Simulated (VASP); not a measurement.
# SiB4Mo (Cmmm) in VASP: notebook

The runs below take SiB4Mo through single point, relaxation of cell and atoms, with PBE.

Everything below comes from runs of VASP 6.6.1. Logs are shortened: lines on timing, memory, paths and dates and some standing lists are left out, and cuts for length are marked.

**1. The cell of the first run**

The structure is orthorhombic, space group Cmmm (No. 65). The conventional cell has a = 4.196 Å, b = 8.039 Å, c = 3.015 Å, α = 90.00°, β = 90.00°, γ = 90.00°. Si (site symmetry mmm) has 8 B at 2.15 to 2.27 Å and 4 Mo at 2.58 Å within 2.8 Å. Within 2.5 Å of B (site symmetry m2m) lie 6 B at 1.90 to 2.30 Å and 2 Si at 2.15 Å and 1 Mo at 2.48 Å. Within 2.5 Å of B (site symmetry 2/m) lie 6 B at 1.90 to 2.10 Å and 2 Si at 2.27 Å. Within 3.3 Å of Mo (site symmetry mmm) lie 14 B at 2.48 to 2.72 Å and 4 Si at 2.58 Å and 2 Mo at 3.01 Å.

The cell was built from a structure type or drawn by symmetry, and may not be a known phase.

**2. Single point, PBE**

INCAR reads:

```
SYSTEM = SiB4Mo
  PREC = Accurate
  ENCUT = 520
  EDIFF = 1E-7
  ISMEAR = 0
  SIGMA = 0.1
  LREAL = .FALSE.
  LASPH = .TRUE.
  NELM = 100
  ALGO = Normal
  ISIF = 2
  LWAVE = .FALSE.
  LCHARG = .FALSE.
  GGA = PE
  NBANDS = 24
```

KPOINTS reads:

```
regular mesh
0
G
  4 4 6
  0 0 0
```

POSCAR reads:

```
SiB4Mo
1.0
    2.0980623810     -4.0197035438      0.0000000000
    2.0980623810      4.0197035438      0.0000000000
    0.0000000000      0.0000000000      3.0148028797
Si B Mo
1 4 1
Direct
    0.0000000000      0.0000000000      0.5000000000
    0.1911038636      0.8088961364      0.0000000000
    0.8088961364      0.1911038636      0.0000000000
    0.0000000000      0.5000000000      0.5000000000
    0.5000000000      0.0000000000      0.5000000000
    0.5000000000      0.5000000000      0.0000000000
```

Potentials or basis: VASP PAW PBE potentials, release 64 (Si, B, Mo_sv).

Launch:

```console
> cat potpaw_PBE.64/Si/POTCAR potpaw_PBE.64/B/POTCAR potpaw_PBE.64/Mo_sv/POTCAR > POTCAR
> mpirun -np 1 vasp_std > vasp.out
```

OUTCAR:

```text
SYSTEM = SiB4Mo
   PREC = Accurate
   ENCUT = 520
   EDIFF = 1E-7
   ISMEAR = 0
   LREAL = .FALSE.
   LASPH = .TRUE.
   NELM = 100
   ISIF = 2
   GGA = PE

 ion  position               nearest neighbor table
   1  0.000  0.000  0.500-   2 2.15   3 2.15   2 2.15   3 2.15   4 2.27   5 2.27   4 2.27   5 2.27
                             6 2.58   6 2.58   6 2.58   6 2.58
   2  0.191  0.809  0.000-   4 1.90   5 1.90   4 1.90   5 1.90   1 2.15   1 2.15   6 2.48   6 2.60
                             6 2.60
   3  0.809  0.191  0.000-   4 1.90   5 1.90   4 1.90   5 1.90   1 2.15   1 2.15   6 2.48   6 2.60
                             6 2.60
   4  0.000  0.500  0.500-   2 1.90   3 1.90   2 1.90   3 1.90   5 2.10   5 2.10   1 2.27   1 2.27
                             6 2.72   6 2.72   6 2.72   6 2.72
   5  0.500  0.000  0.500-   2 1.90   3 1.90   2 1.90   3 1.90   4 2.10   4 2.10   1 2.27   1 2.27
                             6 2.72   6 2.72   6 2.72   6 2.72
   6  0.500  0.500  0.000-   2 2.48   3 2.48   1 2.58   1 2.58   1 2.58   1 2.58   2 2.60   3 2.60
                             2 2.60   3 2.60   5 2.72   5 2.72   5 2.72   4 2.72   4 2.72   4 2.72

  LATTYP: Found a base centered orthorhombic cell.
 ALAT       =     4.1961247620
 B/A-ratio  =     1.9159123104
 C/A-ratio  =     0.7184731272

  Lattice vectors:

 A1 = (   2.0980623810,  -4.0197035438,   0.0000000000)
 A2 = (   2.0980623810,   4.0197035438,   0.0000000000)
 A3 = (   0.0000000000,   0.0000000000,   3.0148028797)

Analysis of symmetry for initial positions (statically):
=====================================================================
 Subroutine PRICEL returns:
 Original cell was already a primitive cell.

 Routine SETGRP: Setting up the symmetry group for a
 base centered orthorhombic supercell.

 Subroutine GETGRP returns: Found  8 space group operations
 (whereof  8 operations were pure point group operations)
 out of a pool of  8 trial point group operations.

The static configuration has the point symmetry D_2h.

Analysis of symmetry for dynamics (positions and initial velocities):
=====================================================================
 Subroutine PRICEL returns:
 Original cell was already a primitive cell.

 Routine SETGRP: Setting up the symmetry group for a
 base centered orthorhombic supercell.

 Subroutine GETGRP returns: Found  8 space group operations
 (whereof  8 operations were pure point group operations)
 out of a pool of  8 trial point group operations.

The dynamic configuration has the point symmetry D_2h.

 Subroutine INISYM returns: Found  8 space group operations
 (whereof  8 operations are pure point group operations),
 and found     1 'primitive' translations

----------------------------------------------------------------------------------------

                                     Primitive cell

  volume of cell :      50.8512

  direct lattice vectors                    reciprocal lattice vectors
     2.098062381 -4.019703544  0.000000000     0.238315126 -0.124387282  0.000000000
     2.098062381  4.019703544  0.000000000     0.238315126  0.124387282  0.000000000
     0.000000000  0.000000000  3.014802880     0.000000000  0.000000000  0.331696645

  length of vectors
     4.534300644  4.534300644  3.014802880     0.268823911  0.268823911  0.331696645

  position of ions in fractional coordinates (direct lattice)
     0.000000000  0.000000000  0.500000000
     0.191103864  0.808896136  0.000000000
     0.808896136  0.191103864  0.000000000
     0.000000000  0.500000000  0.500000000
     0.500000000  0.000000000  0.500000000
     0.500000000  0.500000000  0.000000000

  ion indices of the primitive-cell ions
   primitive index   ion index
                 1           1
                 2           2
                 3           3
                 4           4
                 5           5
                 6           6

----------------------------------------------------------------------------------------

 KPOINTS: regular mesh

Automatic generation of k-mesh.
 Grid dimensions read from file:
 generate k-points for:    4    4    6

 Generating k-lattice:

  Cartesian coordinates                     Fractional coordinates (reciprocal lattice)
     0.059578781 -0.031096821  0.000000000     0.250000000  0.000000000  0.000000000
     0.059578781  0.031096821  0.000000000     0.000000000  0.250000000  0.000000000
     0.000000000  0.000000000  0.055282774     0.000000000  0.000000000  0.166666667

  Length of vectors
     0.067205978  0.067205978  0.055282774

  Shift w.r.t. Gamma in fractional coordinates (k-lattice)
     0.000000000  0.000000000  0.000000000

 Subroutine IBZKPT returns following result:
 ===========================================

 Found     28 irreducible k-points:

 Following reciprocal coordinates:
            Coordinates               Weight
  0.000000  0.000000  0.000000      1.000000
  0.250000  0.000000  0.000000      4.000000
  0.500000  0.000000  0.000000      2.000000
  0.250000  0.250000  0.000000      2.000000
  0.500000  0.250000  0.000000      4.000000
 -0.250000  0.250000  0.000000      2.000000
[... 16 lines left out ...]
  0.250000  0.000000  0.500000      4.000000
  0.500000  0.000000  0.500000      2.000000
 [... further k-points ...]
   k-points           NKPTS =     28   k-points in BZ     NKDIM =     28   number of bands    NBANDS=     24
   number of dos      NEDOS =    301   number of ions     NIONS =      6
   total plane-waves  NPLWV =  31104
   dimension x,y,z NGX =    36 NGY =   36 NGZ =   24
   dimension x,y,z NGXF=    72 NGYF=   72 NGZF=   48
   ions per type =               1   4   1
   NGX,Y,Z   is equivalent  to a cutoff of  13.20, 13.20, 13.23 a.u.
   NGXF,Y,Z  is equivalent  to a cutoff of  26.40, 26.40, 26.47 a.u.
 SYSTEM =  SiB4Mo
   PREC   = accura    normal or accurate (medium, high low for compatibility)
   ISTART =      0    job   : 0-new  1-cont  2-samecut
   ICHARG =      2    charge: 1-file 2-atom 10-const
   ISPIN  =      1    spin polarized calculation?
   LNONCOLLINEAR =      F non collinear calculations
   LSORBIT =      F    spin-orbit coupling
   LASPH  =      T    aspherical Exc in radial PAW
   ENCUT  =  520.0 eV  38.22 Ry    6.18 a.u.   8.43  8.43  5.61*2*pi/ulx,y,z
   NELM   =    100;   NELMIN=  2; NELMDL= -5     # of ELM steps
   EDIFF  = 0.1E-06   stopping-criterion for ELM
   LREAL  =      F    real-space projection
   EDIFFG = 0.1E-05   stopping-criterion for IOM
   NSW    =      0    number of steps for IOM
   IBRION =     -1    ionic relax: 0-MD 1-quasi-New 2-CG
   NFREE  =      0    steps in history (QN), initial steepest desc. (CG)
   ISIF   =      2    stress and relaxation
   ISYM   =      2    0-nonsym 1-usesym 2-fastsym
   POTIM  = 0.5000    time-step for ionic-motion
   TEBEG  =    0.0;   TEEND  =   0.0 temperature during run
   PSTRESS=    0.0 pullay stress
   NELECT =      30.0000    total number of electrons
   NUPDOWN=      -1.0000    fix difference up-down
   EMIN   =  10.00;   EMAX   =-10.00  energy-range for DOS
   EFERMI =   0.00;   METHOD = LEGACY
   ISMEAR =     0;   SIGMA  =   0.10  broadening in eV -4-tet -1-fermi 0-gaus
   EFERMI_NEDOS =   21; number of points for ismear=-14 and -15
   IALGO  =     38    algorithm
   IMIX   =      4    mixing-type and parameters
     AMIX     =   0.40;   BMIX     =  1.00
     AMIX_MAG =   1.60;   BMIX_MAG =  1.00
  volume/ion in A,a.u.               =       8.48        57.19
  Fermi-wavevector in a.u.,A,eV,Ry     =   1.373035  2.594659 25.650028  1.885224
  Thomas-Fermi vector in A             =   2.498588
   LORBIT       =      0    0 simple, 1 ext, 2 COOP (PROOUT), +10 PAW based schemes
   GGA     = PE    functional components
   LHFCALC =     F    Hartree Fock is set to
   AEXX    =    0.0000 exact exchange contribution
   IVDW    =     0    specifies the selected vdW correction
   LEPSILON=     F    determine dielectric tensor
   LRPA    =     F    only Hartree local field effects (RPA)
 non-spin polarized calculation
 Gauss-broadening in eV      SIGMA  =   0.10
  energy-cutoff  :      520.00
  volume of cell :       50.85
 maximum number of plane-waves:      1394
 NGX is ok and might be reduce to    36
   NGX = 17   NGY = 17   NGZ = 11

 number of electron      30.0000002 magnetization

 Free energy of the ion-electron system (eV)
  ---------------------------------------------------
  ext. energy  EPLUGINS =         0.00000000
  ---------------------------------------------------
  free energy    TOTEN  =       -38.81918181 eV

  energy without entropy =      -38.81074624  energy(sigma->0) =      -38.81496403

 E-fermi :  12.1128     XC(G=0): -12.8981

 val. band max:       12.0801873783   @ k =   0.2500   0.0000   0.3333
 cond. band min:      12.1536211856   @ k =   0.0000   0.0000   0.1667
 fundamental gap:      0.0734338074
 Fermi energy:        12.1128401070

 k-point     1 :       0.0000    0.0000    0.0000
  band No.  band energies     occupation
      1     -49.5294      2.00000
      2     -23.7872      2.00000
      3     -23.7442      2.00000
      4     -23.3658      2.00000
      5      -4.7894      2.00000
      6       1.2746      2.00000
[... 16 lines left out ...]
     23      17.5394      0.00000
     24      18.6179      0.00000

 k-point     2 :       0.2500    0.0000    0.0000
  band No.  band energies     occupation
      1     -49.5290      2.00000
      2     -23.7898      2.00000
      3     -23.7577      2.00000
      4     -23.3652      2.00000
      5      -4.2181      2.00000
      6      -0.6421      2.00000
[... 16 lines left out ...]
     23      17.1860      0.00000
     24      18.0379      0.00000
[... 565 lines left out ...]
     23      19.4295      0.00000
     24      20.1773      0.00000

 k-point    24 :       0.5000    0.0000    0.5000
  band No.  band energies     occupation
      1     -49.4926      2.00000
      2     -23.7748      2.00000
      3     -23.7438      2.00000
      4     -23.7114      2.00000
      5      -0.9543      2.00000
      6       0.4262      2.00000
[... 16 lines left out ...]
     23      17.6707      0.00000
     24      18.0495      0.00000

 [... further k-points ...]

------------------------ aborting loop because EDIFF is reached ----------------------------------------

  FORCE on cell =-STRESS in cart. coord.  units (eV):
  Direction    XX          YY          ZZ          XY          YZ          ZX
  --------------------------------------------------------------------------------------
  -------------------------------------------------------------------------------------
  Total       -0.0800773      0.0157549     -0.0128511      0.0000000      0.0000000      0.0000000
  in kB       -2.5230078      0.4963933     -0.4049030      0.0000000      0.0000000      0.0000000
  external PRESSURE =      -0.8105058 kB  Pullay stress =       0.0000000 kB

 VOLUME and BASIS-vectors are now :
 -----------------------------------------------------------------------------
  energy-cutoff  :      520.00
  volume of cell :       50.85
      direct lattice vectors                 reciprocal lattice vectors
     2.098062381 -4.019703544  0.000000000     0.238315126 -0.124387282  0.000000000
     2.098062381  4.019703544  0.000000000     0.238315126  0.124387282  0.000000000
     0.000000000  0.000000000  3.014802880     0.000000000  0.000000000  0.331696645

 POSITION                                       TOTAL-FORCE (eV/Angst)
 -----------------------------------------------------------------------------------
      0.00000      0.00000      1.50740         0.000000     -0.000000      0.000000
      2.09806      2.48334      0.00000         0.000000     -0.016576      0.000000
      2.09806     -2.48334      0.00000         0.000000      0.016576      0.000000
      1.04903      2.00985      1.50740         0.000000     -0.000000      0.000000
      1.04903     -2.00985      1.50740         0.000000     -0.000000      0.000000
      2.09806      0.00000      0.00000        -0.000000      0.000000      0.000000
 -----------------------------------------------------------------------------------
    total drift:                                0.000000      0.000000      0.000000

  FREE ENERGIE OF THE ION-ELECTRON SYSTEM (eV)
  ---------------------------------------------------
  free  energy   TOTEN  =       -38.8191818131 eV

  energy  without entropy=      -38.8107462388  energy(sigma->0) =      -38.81496403
```

Wall time 14 s (1 thread of Intel Xeon 6975P-C (Granite Rapids), shared host); peak memory 0.19 GiB.

What came out:

```yaml
Free_energy: -38.8192 eV
Pressure: -0.1 GPa
Largest_force: 0.017 eV/Å
Band_gap_on_the_k_mesh: zero (bands 15 and 16 overlap by 2.39 eV)
```

Forces in eV/Å, atoms in the order of the input:
```
Si   0.000  0.000  0.000
B    0.000 -0.017  0.000
B    0.000  0.017  0.000
B    0.000  0.000  0.000
B    0.000  0.000  0.000
Mo   0.000  0.000  0.000
```

Stress tensor (GPa, compression positive):
```
-0.25  0.00  0.00
 0.00  0.05  0.00
 0.00  0.00 -0.04
```

Caveat: the k points lie up to 0.42 Å⁻¹ apart, too coarse for converged energies and pressures of a metal.

**3. Single point, PBE**

This run uses another cell than the first one, of 10.90 Å³/atom.

INCAR reads:

```
  PREC = Accurate
  ENCUT = 520
  EDIFF = 1E-7
  ISMEAR = 0
  SIGMA = 0.1
  LREAL = F
  LASPH = T
  NELM = 60
  ALGO = Normal
  ISIF = 2
  LWAVE = F
  LCHARG = F
  GGA = PE
  NBANDS = 24
```

KPOINTS reads:

```
Automatic mesh
0
Gamma
  4 4 6
```

POSCAR reads:

```
SiB4Mo
1.0
    2.2483986500     -3.9839632400      0.0000000000
    2.2483986500      3.9839632400      0.0000000000
    0.0000000000      0.0000000000      3.6511018600
Si B Mo
1 4 1
Direct
    0.0000000000      0.0000000000      0.5000000000
    0.1761489700      0.8238510300      0.0000000000
    0.8238510300      0.1761489700      0.0000000000
    0.0000000000      0.5000000000      0.5000000000
    0.5000000000      0.0000000000      0.5000000000
    0.5000000000      0.5000000000      0.0000000000
```

Potentials or basis: VASP PAW PBE potentials, release 64 (Si, B, Mo_sv).

Launch:

```console
> cat potpaw_PBE.64/Si/POTCAR potpaw_PBE.64/B/POTCAR potpaw_PBE.64/Mo_sv/POTCAR > POTCAR
> mpirun -np 1 vasp_std > vasp.out
```

It took 20 s on 1 thread of Intel Xeon 6975P-C (Granite Rapids), shared host; peak memory 0.2 GiB.

It converged, with:

```
Free energy            : -35.9965 eV
Pressure               : -35.4 GPa
Largest force          : 0.602 eV/Å
Band gap on the k mesh : zero (bands 15 and 16 overlap by 1.46 eV)
```

Forces in eV/Å, atoms in the order of the input:
```
Si   0.000  0.000  0.000
B    0.000 -0.602  0.000
B    0.000  0.602  0.000
B    0.000  0.000  0.000
B    0.000  0.000  0.000
Mo   0.000  0.000  0.000
```

Stress tensor (GPa, compression positive):
```
-40.51   0.00   0.00
  0.00 -28.67   0.00
  0.00   0.00 -37.09
```

Levels at points of the mesh, in eV from the Fermi level:
```
           k point  band 12  band 13  band 14  band 15  band 16  band 17  band 18  band 19
(0.00, 0.00, 0.00)    -4.09    -0.99    -0.59    -0.28     0.17     0.81     1.33     1.74
(0.50, 0.00, 0.00)    -2.65    -2.09    -1.32    -1.01    -0.22     0.70     0.96     1.75
(0.50, 0.50, 0.00)    -2.75    -1.79    -1.62    -1.27    -0.05     0.95     1.10     2.20
(0.00, 0.00, 0.50)    -4.16    -3.45    -3.24     0.32     0.47     0.76     1.99     2.24
(0.50, 0.00, 0.50)    -3.15    -1.86    -0.96     0.72     0.96     1.50     1.96     2.70
(0.50, 0.50, 0.50)    -2.83    -1.63    -0.27     0.49     0.51     0.83     1.32     1.69
```

Caveat: the k points lie up to 0.40 Å⁻¹ apart, too coarse for converged energies and pressures of a metal.

**4. Single point, PBE**

INCAR reads:

```
SYSTEM = SiB4Mo
  PREC = Accurate
  ENCUT = 520
  EDIFF = 1E-6
  ISMEAR = 0
  SIGMA = 0.1
  LREAL = .FALSE.
  LASPH = .TRUE.
  NELM = 100
  ALGO = Normal
  ISIF = 2
  LWAVE = .FALSE.
  LCHARG = .FALSE.
  GGA = PE
  NBANDS = 24
```

KPOINTS reads:

```
regular mesh
0
G
  6 6 6
  0 0 0
```

POSCAR reads:

```
SiB4Mo
1.0
    2.0958713854     -4.0151400772      0.0000000000
    2.0958713854      4.0151400772      0.0000000000
    0.0000000000      0.0000000000      3.0192626212
Si B Mo
1 4 1
Direct
    0.0000000000      0.0000000000      0.5000000000
    0.1912750215      0.8087249785      0.0000000000
    0.8087249785      0.1912750215      0.0000000000
    0.0000000000      0.5000000000      0.5000000000
    0.5000000000      0.0000000000      0.5000000000
    0.5000000000      0.5000000000      0.0000000000
```

Launch:

```console
> cat potpaw_PBE.64/Si/POTCAR potpaw_PBE.64/B/POTCAR potpaw_PBE.64/Mo_sv/POTCAR > POTCAR
> mpirun -np 1 vasp_std > vasp.out
```

Run time: 21 s. Hardware: 1 thread of Intel Xeon 6975P-C (Granite Rapids), shared host; peak memory 0.21 GiB.

It converged, with:

| Property | Result |
| --- | --- |
| Free energy | -38.7946 eV |
| Pressure | 0.0 GPa |
| Largest force | 0.005 eV/Å |
| Band gap on the k mesh | zero (bands 15 and 16 overlap by 2.24 eV) |

Forces in eV/Å, atoms in the order of the input:
```
Si   0.000  0.000  0.000
B    0.000 -0.005  0.000
B    0.000  0.005  0.000
B    0.000  0.000  0.000
B    0.000  0.000  0.000
Mo   0.000  0.000  0.000
```

Stress tensor (GPa, compression positive):
```
-0.08  0.00  0.00
 0.00 -0.20  0.00
 0.00  0.00  0.30
```

Levels at points of the mesh, in eV from the Fermi level:
```tsv
k point	band 13	band 14	band 15	band 16	band 17	band 18
(0.00, 0.00, 0.00)	-0.92	-0.38	0.56	0.77	1.18	2.06
(0.50, 0.00, 0.00)	-2.36	-1.26	-1.10	0.11	1.01	1.40
(0.50, 0.50, 0.00)	-2.69	-1.45	-1.32	0.22	1.11	1.41
(0.00, 0.00, 0.50)	-4.02	-3.52	-0.98	1.16	1.39	1.71
(0.50, 0.00, 0.50)	-2.88	-2.55	0.99	1.43	1.53	2.07
(0.50, 0.50, 0.50)	-2.35	-1.29	-0.44	-0.14	0.16	1.25
```

[end of part 1 of 2]
